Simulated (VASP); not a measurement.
# PtS2 (P1) in VASP: notebook

The runs below take PtS2 through single point, with PBEsol.

Everything below comes from runs of VASP 6.6.1. Logs are shortened: lines on timing, memory, paths and dates and some standing lists are left out, and cuts for length are marked.

## Step 1: The cell of the first run

The typed cell holds 3 atoms: a = 3.543 Å, b = 3.543 Å, c = 5.039 Å, α = 90.00°, β = 90.00°, γ = 120.00°.

## Step 2: Single point, PBEsol (atom 2 (S) moved by (-0.200, -0.100) A along x and y)

File INCAR:

```
ALGO = Normal
EDIFF = 1E-6
ENCUT = 520
GGA = PS
ISIF = 2
ISMEAR = 0
LASPH = T
LCHARG = F
LREAL = F
LWAVE = F
NBANDS = 18
NELM = 60
PREC = Accurate
SIGMA = 0.05
```

File KPOINTS:

```
k-points
0
Gamma
  12 12 8
```

File POSCAR:

```
PtS2
1.0
    3.5431994758      0.0000000000      0.0000000000
   -1.7715997379      3.0685007567      0.0000000000
    0.0000000000      0.0000000000      5.0388000000
Pt S
1 2
Direct
    0.0000000000      0.0000000000      0.0000000000
    0.2605925721      0.6340774617      0.2500000000
    0.6666666667      0.3333333333      0.7500000000
```

Potentials or basis: VASP PAW PBE potentials, release 64 (Pt, S).

Run with:

```
> cat potpaw_PBE.64/Pt/POTCAR potpaw_PBE.64/S/POTCAR > POTCAR
> mpirun -np 1 vasp_std > vasp.out
```

OUTCAR:

```text
EDIFF = 1E-6
   ENCUT = 520
   GGA = PS
   ISIF = 2
   ISMEAR = 0
   LASPH = T
   LREAL = F
   NELM = 60
   PREC = Accurate

 ion  position               nearest neighbor table
   1  0.000  0.000  0.000-   2 2.31   2 2.33   3 2.40   3 2.40   3 2.40   2 2.60
   2  0.261  0.634  0.250-   1 2.31   1 2.33   1 2.60
   3  0.667  0.333  0.750-   1 2.40   1 2.40   1 2.40

  LATTYP: Found a hexagonal cell.
 ALAT       =     3.5431994758
 C/A-ratio  =     1.4221045229

  Lattice vectors:

 A1 = (   3.5431994758,   0.0000000000,   0.0000000000)
 A2 = (  -1.7715997379,   3.0685007567,   0.0000000000)
 A3 = (   0.0000000000,   0.0000000000,   5.0388000000)

Analysis of symmetry for initial positions (statically):
=====================================================================
 Subroutine PRICEL returns:
 Original cell was already a primitive cell.

 Routine SETGRP: Setting up the symmetry group for a
 hexagonal supercell.

 Subroutine GETGRP returns: Found  1 space group operations
 (whereof  1 operations were pure point group operations)
 out of a pool of 24 trial point group operations.

The static configuration has the point symmetry C_1 .

Analysis of symmetry for dynamics (positions and initial velocities):
=====================================================================
 Subroutine PRICEL returns:
 Original cell was already a primitive cell.

 Routine SETGRP: Setting up the symmetry group for a
 hexagonal supercell.

 Subroutine GETGRP returns: Found  1 space group operations
 (whereof  1 operations were pure point group operations)
 out of a pool of 24 trial point group operations.

The dynamic configuration has the point symmetry C_1 .

 Subroutine INISYM returns: Found  1 space group operations
 (whereof  1 operations are pure point group operations),
 and found     1 'primitive' translations

----------------------------------------------------------------------------------------

                                     Primitive cell

  volume of cell :      54.7834

  direct lattice vectors                    reciprocal lattice vectors
     3.543199476  0.000000000  0.000000000     0.282230794  0.162946025  0.000000000
    -1.771599738  3.068500757  0.000000000     0.000000000  0.325892049  0.000000000
     0.000000000  0.000000000  5.038800000     0.000000000  0.000000000  0.198459951

  length of vectors
     3.543199476  3.543199476  5.038800000     0.325892049  0.325892049  0.198459951

  position of ions in fractional coordinates (direct lattice)
     0.000000000  0.000000000  0.000000000
     0.260592572  0.634077462  0.250000000
     0.666666667  0.333333333  0.750000000

  ion indices of the primitive-cell ions
   primitive index   ion index
                 1           1
                 2           2
                 3           3

----------------------------------------------------------------------------------------

 KPOINTS: k-points

Automatic generation of k-mesh.
 Grid dimensions read from file:
 generate k-points for:   12   12    8

 Generating k-lattice:

  Cartesian coordinates                     Fractional coordinates (reciprocal lattice)
     0.023519233  0.013578835  0.000000000     0.083333333  0.000000000  0.000000000
     0.000000000  0.027157671  0.000000000     0.000000000  0.083333333  0.000000000
     0.000000000  0.000000000  0.024807494     0.000000000  0.000000000  0.125000000

  Length of vectors
     0.027157671  0.027157671  0.024807494

  Shift w.r.t. Gamma in fractional coordinates (k-lattice)
     0.000000000  0.000000000  0.000000000

 Subroutine IBZKPT returns following result:
 ===========================================

 Found    580 irreducible k-points:

 Following reciprocal coordinates:
            Coordinates               Weight
  0.000000  0.000000  0.000000      1.000000
  0.083333  0.000000  0.000000      2.000000
  0.000000  0.083333  0.000000      2.000000
 -0.083333  0.083333  0.000000      2.000000
  0.166667  0.000000  0.000000      2.000000
  0.000000  0.166667  0.000000      2.000000
[... 16 lines left out ...]
  0.166667  0.083333  0.000000      2.000000
 -0.083333  0.250000  0.000000      2.000000
 [... further k-points ...]
   k-points           NKPTS =    580   k-points in BZ     NKDIM =    580   number of bands    NBANDS=     18
   number of dos      NEDOS =    301   number of ions     NIONS =      3
   total plane-waves  NPLWV =  31360
   dimension x,y,z NGX =    28 NGY =   28 NGZ =   40
   dimension x,y,z NGXF=    56 NGYF=   56 NGZF=   80
   ions per type =               1   2
   NGX,Y,Z   is equivalent  to a cutoff of  13.14, 13.14, 13.20 a.u.
   NGXF,Y,Z  is equivalent  to a cutoff of  26.28, 26.28, 26.39 a.u.
 SYSTEM =  unknown system
   PREC   = accura    normal or accurate (medium, high low for compatibility)
   ISTART =      0    job   : 0-new  1-cont  2-samecut
   ICHARG =      2    charge: 1-file 2-atom 10-const
   ISPIN  =      1    spin polarized calculation?
   LNONCOLLINEAR =      F non collinear calculations
   LSORBIT =      F    spin-orbit coupling
   LASPH  =      T    aspherical Exc in radial PAW
   ENCUT  =  520.0 eV  38.22 Ry    6.18 a.u.   6.59  6.59  9.37*2*pi/ulx,y,z
   NELM   =     60;   NELMIN=  2; NELMDL= -5     # of ELM steps
   EDIFF  = 0.1E-05   stopping-criterion for ELM
   LREAL  =      F    real-space projection
   EDIFFG = 0.1E-04   stopping-criterion for IOM
   NSW    =      0    number of steps for IOM
   IBRION =     -1    ionic relax: 0-MD 1-quasi-New 2-CG
   NFREE  =      0    steps in history (QN), initial steepest desc. (CG)
   ISIF   =      2    stress and relaxation
   ISYM   =      2    0-nonsym 1-usesym 2-fastsym
   POTIM  = 0.5000    time-step for ionic-motion
   TEBEG  =    0.0;   TEEND  =   0.0 temperature during run
   PSTRESS=    0.0 pullay stress
   NELECT =      22.0000    total number of electrons
   NUPDOWN=      -1.0000    fix difference up-down
   EMIN   =  10.00;   EMAX   =-10.00  energy-range for DOS
   EFERMI =   0.00;   METHOD = LEGACY
   ISMEAR =     0;   SIGMA  =   0.05  broadening in eV -4-tet -1-fermi 0-gaus
   EFERMI_NEDOS =   21; number of points for ismear=-14 and -15
   IALGO  =     38    algorithm
   IMIX   =      4    mixing-type and parameters
     AMIX     =   0.40;   BMIX     =  1.00
     AMIX_MAG =   1.60;   BMIX_MAG =  1.00
  volume/ion in A,a.u.               =      18.26       123.23
  Fermi-wavevector in a.u.,A,eV,Ry     =   1.207812  2.282434 19.848319  1.458810
  Thomas-Fermi vector in A             =   2.343439
   LORBIT       =      0    0 simple, 1 ext, 2 COOP (PROOUT), +10 PAW based schemes
   GGA     = PS    functional components
   LHFCALC =     F    Hartree Fock is set to
   AEXX    =    0.0000 exact exchange contribution
   IVDW    =     0    specifies the selected vdW correction
   LEPSILON=     F    determine dielectric tensor
   LRPA    =     F    only Hartree local field effects (RPA)
 non-spin polarized calculation
 Gauss-broadening in eV      SIGMA  =   0.05
  energy-cutoff  :      520.00
  volume of cell :       54.78
 maximum number of plane-waves:      1507
   NGX = 13   NGY = 13   NGZ = 19

 number of electron      22.0000000 magnetization

 Free energy of the ion-electron system (eV)
  ---------------------------------------------------
  ext. energy  EPLUGINS =         0.00000000
  ---------------------------------------------------
  free energy    TOTEN  =       -16.78009745 eV

  energy without entropy =      -16.78009743  energy(sigma->0) =      -16.78009744

 E-fermi :   6.9082     XC(G=0): -10.8815

 val. band max:        6.7616712295   @ k =  -0.1667   0.0000   0.2500
 cond. band min:       7.0567568771   @ k =  -0.2500   0.0000   0.2500
 fundamental gap:      0.2950856476
 Fermi energy:         6.9082345930

 k-point     1 :       0.0000    0.0000    0.0000
  band No.  band energies     occupation
      1      -8.5427      2.00000
      2      -5.6609      2.00000
      3      -0.4245      2.00000
      4       0.1330      2.00000
      5       0.4777      2.00000
      6       2.7752      2.00000
[... 10 lines left out ...]
     17      15.1052      0.00000
     18      19.0374      0.00000

 k-point     2 :       0.0833    0.0000    0.0000
  band No.  band energies     occupation
      1      -8.4598      2.00000
      2      -5.6899      2.00000
      3      -0.3429      2.00000
      4       0.1708      2.00000
      5       0.5181      2.00000
      6       2.7387      2.00000
[... 10 lines left out ...]
     17      15.3571      0.00000
     18      18.4357      0.00000

 k-point     3 :       0.0000    0.0833    0.0000
  band No.  band energies     occupation
      1      -8.4535      2.00000
      2      -5.7011      2.00000
      3      -0.3224      2.00000
      4       0.1917      2.00000
      5       0.5391      2.00000
      6       2.5957      2.00000
[... 10 lines left out ...]
     17      15.1111      0.00000
     18      17.6010      0.00000

 k-point     4 :      -0.0833    0.0833    0.0000
  band No.  band energies     occupation
      1      -8.4531      2.00000
      2      -5.7019      2.00000
      3      -0.3213      2.00000
      4       0.1938      2.00000
      5       0.5411      2.00000
      6       2.5962      2.00000
[... 375 lines left out ...]
      4       0.2694      2.00000
      5       0.6173      2.00000
      6       2.4826      2.00000
[... 10 lines left out ...]
     17      15.6500      0.00000
     18      16.9649      0.00000

 k-point    23 :       0.1667    0.0833    0.0000
  band No.  band energies     occupation
      1      -7.9895      2.00000
      2      -5.8510      2.00000
      3       0.0820      2.00000
      4       0.3759      2.00000
      5       0.7998      2.00000
      6       2.1238      2.00000
[... 10 lines left out ...]
     17      15.8620      0.00000
     18      16.2267      0.00000

 k-point    24 :      -0.0833    0.2500    0.0000
  band No.  band energies     occupation
      1      -7.9410      2.00000
      2      -5.9153      2.00000
      3       0.2839      2.00000
      4       0.5443      2.00000
      5       0.8760      2.00000
      6       1.7692      2.00000
[... 10 lines left out ...]
     17      15.4264      0.00000
     18      16.2828      0.00000

 [... further k-points ...]

------------------------ aborting loop because EDIFF is reached ----------------------------------------

  FORCE on cell =-STRESS in cart. coord.  units (eV):
  Direction    XX          YY          ZZ          XY          YZ          ZX
  --------------------------------------------------------------------------------------
  -------------------------------------------------------------------------------------
  Total       -0.5874152      0.1314601     -0.9898902     -0.8187310      0.7137599      1.6420640
  in kB      -17.1793519      3.8446388    -28.9500053    -23.9443398     20.8743885     48.0232663
  external PRESSURE =     -14.0949061 kB  Pullay stress =       0.0000000 kB

 VOLUME and BASIS-vectors are now :
 -----------------------------------------------------------------------------
  energy-cutoff  :      520.00
  volume of cell :       54.78
      direct lattice vectors                 reciprocal lattice vectors
     3.543199476  0.000000000  0.000000000     0.282230794  0.162946025  0.000000000
    -1.771599738  3.068500757  0.000000000     0.000000000  0.325892049  0.000000000
     0.000000000  0.000000000  5.038800000     0.000000000  0.000000000  0.198459951

 POSITION                                       TOTAL-FORCE (eV/Angst)
 -----------------------------------------------------------------------------------
      0.00000      0.00000      0.00000        -1.317432     -0.588694     -0.365725
     -0.20000      1.94567      1.25970         1.399163      0.621077     -0.150372
      1.77160      1.02283      3.77910        -0.081731     -0.032383      0.516097
 -----------------------------------------------------------------------------------
    total drift:                                0.000004      0.000026      0.000238

  FREE ENERGIE OF THE ION-ELECTRON SYSTEM (eV)
  ---------------------------------------------------
  free  energy   TOTEN  =       -16.7800974451 eV

  energy  without entropy=      -16.7800974264  energy(sigma->0) =      -16.78009744
```

Wall time 3 min (1 thread of Intel Xeon 6975P-C (Granite Rapids), shared host); peak memory 0.61 GiB.

What came out:

```
Free energy            : -16.7801 eV
Pressure               : -1.4 GPa
Largest force          : 1.538 eV/Å
Band gap on the k mesh : 0.30 eV (least direct gap 0.42 eV)
```

Forces on the atoms (eV/Å):
```
Pt  -1.317 -0.589 -0.366
S    1.399  0.621 -0.150
S   -0.082 -0.032  0.516
```

Stress tensor (GPa, compression positive):
```
-1.72 -2.39  4.80
-2.39  0.38  2.09
 4.80  2.09 -2.90
```

Caveat: the cell differs from its parent crystal (atom 2 (S) moved by (-0.200, -0.100) A along x and y); the PAW data sets were made with another functional, which shifts forces and pressure a little; spin-orbit coupling is left out, which moves the levels of the heavy elements. A k mesh can miss the band edges.

(Continued in part 2 of 2.)
